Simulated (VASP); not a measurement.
# KCl (Fm-3m) in VASP: further runs

Runs on KCl. Level: PBE. Tasks: single point.

All numbers are computed with VASP 6.6.1; they aren't measurements. Logs are shortened: lines on timing, memory, paths and dates and some standing lists are left out, and cuts for length are marked.

## Step 1: The cell of the first run

The structure is cubic, space group Fm-3m (No. 225). Conventional cell: a = 6.333 Å, b = 6.333 Å, c = 6.333 Å, α = 90.00°, β = 90.00°, γ = 90.00°. Within 4.2 Å of K (site symmetry m-3m) lie 6 Cl at 3.17 Å. Cl (site symmetry m-3m) has 6 K at 3.17 Å within 4.2 Å.

## Step 2: Single point, PBE (volume scaled by 1.01)

The input, INCAR:

```
SYSTEM = KCl
ALGO = Normal
EDIFF = 1E-6
ENCUT = 520
GGA = PE
ISIF = 2
ISMEAR = -1
LASPH = .True.
LCHARG = .False.
LREAL = .False.
LWAVE = .False.
NBANDS = 15
NELM = 80
PREC = Accurate
SIGMA = 0.03
```

The input, KPOINTS:

```
k-points
0
Gamma
  7 7 7
  0 0 0
```

The input, POSCAR:

```
KCl
1.0
    0.0000000000      3.1665854591      3.1665854591
    3.1665854591      0.0000000000      3.1665854591
    3.1665854591      3.1665854591      0.0000000000
K Cl
1 1
Direct
    0.0000000000      0.0000000000      0.0000000000
    0.5000000000      0.5000000000      0.5000000000
```

Potentials or basis: VASP PAW PBE potentials, release 64 (K_sv, Cl).

On the command line:

```
$ cat potpaw_PBE.64/K_sv/POTCAR potpaw_PBE.64/Cl/POTCAR > POTCAR
$ mpirun -np 1 vasp_std > vasp.out
```

OUTCAR:

```text
SYSTEM = KCl
   EDIFF = 1E-6
   ENCUT = 520
   GGA = PE
   ISIF = 2
   ISMEAR = -1
   LASPH = .True.
   LREAL = .False.
   NELM = 80
   PREC = Accurate

 ion  position               nearest neighbor table
   1  0.000  0.000  0.000-   2 3.17   2 3.17   2 3.17   2 3.17   2 3.17   2 3.17
   2  0.500  0.500  0.500-   1 3.17   1 3.17   1 3.17   1 3.17   1 3.17   1 3.17

  LATTYP: Found a face centered cubic cell.
 ALAT       =     6.3331709182

  Lattice vectors:

 A1 = (   0.0000000000,   3.1665854591,   3.1665854591)
 A2 = (   3.1665854591,   0.0000000000,   3.1665854591)
 A3 = (   3.1665854591,   3.1665854591,   0.0000000000)

Analysis of symmetry for initial positions (statically):
=====================================================================
 Subroutine PRICEL returns:
 Original cell was already a primitive cell.

 Routine SETGRP: Setting up the symmetry group for a
 face centered cubic supercell.

 Subroutine GETGRP returns: Found 48 space group operations
 (whereof 48 operations were pure point group operations)
 out of a pool of 48 trial point group operations.

The static configuration has the point symmetry O_h .

Analysis of symmetry for dynamics (positions and initial velocities):
=====================================================================
 Subroutine PRICEL returns:
 Original cell was already a primitive cell.

 Routine SETGRP: Setting up the symmetry group for a
 face centered cubic supercell.

 Subroutine GETGRP returns: Found 48 space group operations
 (whereof 48 operations were pure point group operations)
 out of a pool of 48 trial point group operations.

The dynamic configuration has the point symmetry O_h .

 Subroutine INISYM returns: Found 48 space group operations
 (whereof 48 operations are pure point group operations),
 and found     1 'primitive' translations

----------------------------------------------------------------------------------------

                                     Primitive cell

  volume of cell :      63.5044

  direct lattice vectors                    reciprocal lattice vectors
     0.000000000  3.166585459  3.166585459    -0.157898786  0.157898786  0.157898786
     3.166585459  0.000000000  3.166585459     0.157898786 -0.157898786  0.157898786
     3.166585459  3.166585459  0.000000000     0.157898786  0.157898786 -0.157898786

  length of vectors
     4.478228103  4.478228103  4.478228103     0.273488720  0.273488720  0.273488720

  position of ions in fractional coordinates (direct lattice)
     0.000000000  0.000000000  0.000000000
     0.500000000  0.500000000  0.500000000

  ion indices of the primitive-cell ions
   primitive index   ion index
                 1           1
                 2           2

----------------------------------------------------------------------------------------

 KPOINTS: k-points

Automatic generation of k-mesh.
 Grid dimensions read from file:
 generate k-points for:    7    7    7

 Generating k-lattice:

  Cartesian coordinates                     Fractional coordinates (reciprocal lattice)
    -0.022556969  0.022556969  0.022556969     0.142857143  0.000000000  0.000000000
     0.022556969 -0.022556969  0.022556969     0.000000000  0.142857143  0.000000000
     0.022556969  0.022556969 -0.022556969     0.000000000  0.000000000  0.142857143

  Length of vectors
     0.039069817  0.039069817  0.039069817

  Shift w.r.t. Gamma in fractional coordinates (k-lattice)
     0.000000000  0.000000000  0.000000000

 Subroutine IBZKPT returns following result:
 ===========================================

 Found     20 irreducible k-points:

 Following reciprocal coordinates:
            Coordinates               Weight
  0.000000  0.000000  0.000000      1.000000
  0.142857  0.000000  0.000000      8.000000
  0.285714  0.000000  0.000000      8.000000
  0.428571  0.000000  0.000000      8.000000
  0.142857  0.142857  0.000000      6.000000
  0.285714  0.142857  0.000000     24.000000
[... 12 lines left out ...]
 -0.428571  0.428571  0.142857     24.000000
 -0.285714  0.428571  0.142857     24.000000
   k-points           NKPTS =     20   k-points in BZ     NKDIM =     20   number of bands    NBANDS=     15
   number of dos      NEDOS =    301   number of ions     NIONS =      2
   total plane-waves  NPLWV =  46656
   dimension x,y,z NGX =    36 NGY =   36 NGZ =   36
   dimension x,y,z NGXF=    72 NGYF=   72 NGZF=   72
   ions per type =               1   1
   NGX,Y,Z   is equivalent  to a cutoff of  13.36, 13.36, 13.36 a.u.
   NGXF,Y,Z  is equivalent  to a cutoff of  26.73, 26.73, 26.73 a.u.
 SYSTEM =  KCl
   PREC   = accura    normal or accurate (medium, high low for compatibility)
   ISTART =      0    job   : 0-new  1-cont  2-samecut
   ICHARG =      2    charge: 1-file 2-atom 10-const
   ISPIN  =      1    spin polarized calculation?
   LNONCOLLINEAR =      F non collinear calculations
   LSORBIT =      F    spin-orbit coupling
   LASPH  =      T    aspherical Exc in radial PAW
   ENCUT  =  520.0 eV  38.22 Ry    6.18 a.u.   8.33  8.33  8.33*2*pi/ulx,y,z
   NELM   =     80;   NELMIN=  2; NELMDL= -5     # of ELM steps
   EDIFF  = 0.1E-05   stopping-criterion for ELM
   LREAL  =      F    real-space projection
   EDIFFG = 0.1E-04   stopping-criterion for IOM
   NSW    =      0    number of steps for IOM
   IBRION =     -1    ionic relax: 0-MD 1-quasi-New 2-CG
   NFREE  =      0    steps in history (QN), initial steepest desc. (CG)
   ISIF   =      2    stress and relaxation
   ISYM   =      2    0-nonsym 1-usesym 2-fastsym
   POTIM  = 0.5000    time-step for ionic-motion
   TEBEG  =    0.0;   TEEND  =   0.0 temperature during run
   PSTRESS=    0.0 pullay stress
   NELECT =      16.0000    total number of electrons
   NUPDOWN=      -1.0000    fix difference up-down
   EMIN   =  10.00;   EMAX   =-10.00  energy-range for DOS
   EFERMI =   0.00;   METHOD = LEGACY
   ISMEAR =    -1;   SIGMA  =   0.03  broadening in eV -4-tet -1-fermi 0-gaus
   EFERMI_NEDOS =   21; number of points for ismear=-14 and -15
   IALGO  =     38    algorithm
   IMIX   =      4    mixing-type and parameters
     AMIX     =   0.40;   BMIX     =  1.00
     AMIX_MAG =   1.60;   BMIX_MAG =  1.00
  volume/ion in A,a.u.               =      31.75       214.27
  Fermi-wavevector in a.u.,A,eV,Ry     =   1.033984  1.953946 14.546287  1.069122
  Thomas-Fermi vector in A             =   2.168257
   LORBIT       =      0    0 simple, 1 ext, 2 COOP (PROOUT), +10 PAW based schemes
   GGA     = PE    functional components
   LHFCALC =     F    Hartree Fock is set to
   AEXX    =    0.0000 exact exchange contribution
   IVDW    =     0    specifies the selected vdW correction
   LEPSILON=     F    determine dielectric tensor
   LRPA    =     F    only Hartree local field effects (RPA)
 non-spin polarized calculation
  energy-cutoff  :      520.00
  volume of cell :       63.50
 maximum number of plane-waves:      1729
 NGX is ok and might be reduce to    36
   NGX = 17   NGY = 17   NGZ = 17

 number of electron      15.9999999 magnetization

 Free energy of the ion-electron system (eV)
  ---------------------------------------------------
  ext. energy  EPLUGINS =         0.00000000
  ---------------------------------------------------
  free energy    TOTEN  =        -6.80865226 eV

  energy without entropy =       -6.80865226  energy(sigma->0) =       -6.80865226

 E-fermi :  -1.2300     XC(G=0):  -7.4613

 val. band max:       -1.9170071651   @ k =   0.0000   0.0000   0.0000
 cond. band min:       3.2045024167   @ k =   0.0000   0.0000   0.0000
 fundamental gap:      5.1215095818
 Fermi energy:        -1.2299914638

 k-point     1 :       0.0000    0.0000    0.0000
  band No.  band energies     occupation
      1     -29.1622      2.00000
      2     -14.0136      2.00000
      3     -12.6225      2.00000
      4     -12.6225      2.00000
      5     -12.6225      2.00000
      6      -1.9170      2.00000
      7      -1.9170      2.00000
      8      -1.9170      2.00000
      9       3.2045      0.00000
     10       6.4522      0.00000
     11       6.4522      0.00000
     12       6.4522      0.00000
     13       7.3183      0.00000
     14       7.3183      0.00000
     15      10.9963      0.00000

 k-point     2 :       0.1429    0.0000    0.0000
  band No.  band energies     occupation
      1     -29.1604      2.00000
      2     -14.0513      2.00000
      3     -12.6243      2.00000
      4     -12.6243      2.00000
      5     -12.5753      2.00000
      6      -2.1502      2.00000
      7      -1.9787      2.00000
      8      -1.9787      2.00000
      9       3.6759      0.00000
     10       6.3080      0.00000
     11       6.7018      0.00000
     12       6.7018      0.00000
     13       7.5855      0.00000
     14       7.5855      0.00000
     15      11.7040      0.00000

 k-point     3 :       0.2857    0.0000    0.0000
  band No.  band energies     occupation
      1     -29.1563      2.00000
      2     -14.1285      2.00000
      3     -12.6280      2.00000
      4     -12.6280      2.00000
      5     -12.4763      2.00000
      6      -2.5934      2.00000
      7      -2.1112      2.00000
      8      -2.1112      2.00000
      9       4.7187      0.00000
     10       6.2445      0.00000
     11       7.3986      0.00000
     12       7.3986      0.00000
     13       8.2999      0.00000
     14       8.2999      0.00000
     15      11.2310      0.00000

 k-point     4 :       0.4286    0.0000    0.0000
  band No.  band energies     occupation
      1     -29.1530      2.00000
      2     -14.1845      2.00000
      3     -12.6310      2.00000
      4     -12.6310      2.00000
      5     -12.4024      2.00000
      6      -2.8966      2.00000
      7      -2.2122      2.00000
      8      -2.2122      2.00000
      9       5.5145      0.00000
     10       6.5257      0.00000
     11       8.3220      0.00000
     12       8.3220      0.00000
     13       9.1574      0.00000
     14       9.1574      0.00000
     15      10.2343      0.00000
[... 235 lines left out ...]
 k-point    18 :      -0.4286    0.2857    0.1429
  band No.  band energies     occupation
      1     -29.1512      2.00000
      2     -14.0879      2.00000
      3     -12.6813      2.00000
      4     -12.6577      2.00000
      5     -12.4962      2.00000
      6      -2.6801      2.00000
      7      -2.2978      2.00000
      8      -2.2328      2.00000
      9       5.8393      0.00000
     10       6.2095      0.00000
     11       7.8376      0.00000
     12       8.3646      0.00000
     13       8.8948      0.00000
     14       9.3876      0.00000
     15       9.8868      0.00000

 k-point    19 :      -0.4286    0.4286    0.1429
  band No.  band energies     occupation
      1     -29.1502      2.00000
      2     -13.9988      2.00000
      3     -12.7137      2.00000
      4     -12.6862      2.00000
      5     -12.5797      2.00000
      6      -2.5468      2.00000
      7      -2.2627      2.00000
      8      -2.2273      2.00000
      9       5.2089      0.00000
     10       6.4992      0.00000
     11       7.5536      0.00000
     12       8.4689      0.00000
     13       8.7419      0.00000
     14       9.5050      0.00000
     15       9.9963      0.00000

 k-point    20 :      -0.2857    0.4286    0.1429
  band No.  band energies     occupation
      1     -29.1499      2.00000
      2     -14.0253      2.00000
      3     -12.7193      2.00000
      4     -12.6861      2.00000
      5     -12.5354      2.00000
      6      -2.4803      2.00000
      7      -2.4113      2.00000
      8      -2.2692      2.00000
      9       5.7872      0.00000
     10       6.4710      0.00000
     11       7.5177      0.00000
     12       7.9217      0.00000
     13       9.3950      0.00000
     14       9.4750      0.00000
     15      10.2946      0.00000

------------------------ aborting loop because EDIFF is reached ----------------------------------------

  FORCE on cell =-STRESS in cart. coord.  units (eV):
  Direction    XX          YY          ZZ          XY          YZ          ZX
  --------------------------------------------------------------------------------------
  -------------------------------------------------------------------------------------
  Total        0.1646617      0.1646617      0.1646617     -0.0000000     -0.0000000      0.0000000
  in kB        4.1543150      4.1543150      4.1543150     -0.0000000     -0.0000000      0.0000000
  external PRESSURE =       4.1543150 kB  Pullay stress =       0.0000000 kB

 VOLUME and BASIS-vectors are now :
 -----------------------------------------------------------------------------
  energy-cutoff  :      520.00
  volume of cell :       63.50
      direct lattice vectors                 reciprocal lattice vectors
     0.000000000  3.166585459  3.166585459    -0.157898786  0.157898786  0.157898786
     3.166585459  0.000000000  3.166585459     0.157898786 -0.157898786  0.157898786
     3.166585459  3.166585459  0.000000000     0.157898786  0.157898786 -0.157898786

 POSITION                                       TOTAL-FORCE (eV/Angst)
 -----------------------------------------------------------------------------------
      0.00000      0.00000      0.00000        -0.000000      0.000000     -0.000000
      3.16659      3.16659      3.16659         0.000000     -0.000000      0.000000
 -----------------------------------------------------------------------------------
    total drift:                                0.000000      0.000000      0.000000

  FREE ENERGIE OF THE ION-ELECTRON SYSTEM (eV)
  ---------------------------------------------------
  free  energy   TOTEN  =        -6.8086522582 eV

  energy  without entropy=       -6.8086522582  energy(sigma->0) =       -6.80865226
```

Wall time 12 s (1 thread of AMD EPYC 9R45 (Zen 5), shared host); peak memory 0.17 GiB.

Results:

| Quantity | Value |
| --- | --- |
| Free energy | -6.8087 eV |
| Pressure | 0.4 GPa |
| Band gap on the k mesh | 5.12 eV, direct |

Levels at points of the mesh, in eV from the valence-band top:
| k point | band 6 | band 7 | band 8 | band 9 | band 10 | band 11 |
| --- | --- | --- | --- | --- | --- | --- |
| (0.00, 0.00, 0.00) | 0.00 | 0.00 | 0.00 | 5.12 | 8.37 | 8.37 |

 A k mesh can miss the band edges.

(Continued in part 2 of 2.)
